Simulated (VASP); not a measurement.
Set up this calculation in VASP 6.6.1, as the native input.

* Task: single point
* Functional: PBE
* Potentials or basis: VASP PAW PBE potentials, release 64 (Be, Li_sv)
* Cutoff: 520 eV
* k mesh: 4 × 4 × 3
* Occupations: gaussian, width 0.1 eV
* Spin: no spin polarisation
* Dipole correction: no
* Further INCAR settings: LREAL = Auto; ALGO = Normal; EDIFF = 1e-06; NBANDS = 32

The structure of LiBe16 (a cell with a defect) lies in POSCAR:

```
LiBe16
1.0
   -2.2900000000     -3.9663960000      0.0000000000
    3.4350000000     -1.9831980000      0.0000000000
    0.0000000000      0.0000000000      7.1768600000
Be Li
16 1
Direct
    0.7333293117      0.4277412297      0.0107760218
    0.4837189878      0.2840845653      0.2572145757
    0.7334619882      0.4281903793      0.5034162572
    0.5605083956      0.6099636757      0.7569570815
    0.4950199035     -0.0719247222      0.0112787486
    0.2400626721      0.7979195106      0.2572131824
    0.4950393367     -0.0714159881      0.5030080007
    0.1757284408      0.7912041134      0.7573968281
    0.2380979476      0.4835136245      0.0124335712
   -0.0121659658      0.3059114813      0.2573728622
    0.2384020928      0.4833626762      0.5022268792
   -0.0322029871      0.3905156214      0.7569659991
    0.0089130017     -0.0107071983      0.0125482453
    0.7423738562      0.7909458896      0.2571364078
    0.0086564671     -0.0108793859      0.5022483370
    0.7737102137      0.9957704190      0.7574798728
    0.3738044276      0.2010291526      0.7573282745
```

These files were run (other wordings do the same):

INCAR

```
SYSTEM = LiBe16
ALGO = Normal
EDIFF = 1E-6
ENCUT = 520
GGA = PE
ISIF = 2
ISMEAR = 0
LASPH = .True.
LCHARG = .False.
LREAL = Auto
LWAVE = .False.
NBANDS = 32
NELM = 100
PREC = Accurate
SIGMA = 0.1
```

KPOINTS

```
k-points
0
Gamma
  4 4 3
  0 0 0
```

Potentials or basis: VASP PAW PBE potentials, release 64 (Be, Li_sv).

Run with:

```console
$ cat potpaw_PBE.64/Be/POTCAR potpaw_PBE.64/Li_sv/POTCAR > POTCAR
$ mpirun -np 1 vasp_std > vasp.out
```

It gave:

| Property | Result |
| --- | --- |
| Largest force | 0.012 eV/Å |

Caveat: the k points lie up to 0.40 Å⁻¹ apart.

Wall time 2.6 min on 1 thread of AMD EPYC 7R43 64-Core Processor (Zen 3), on a shared host, peak memory 0.22 GiB.
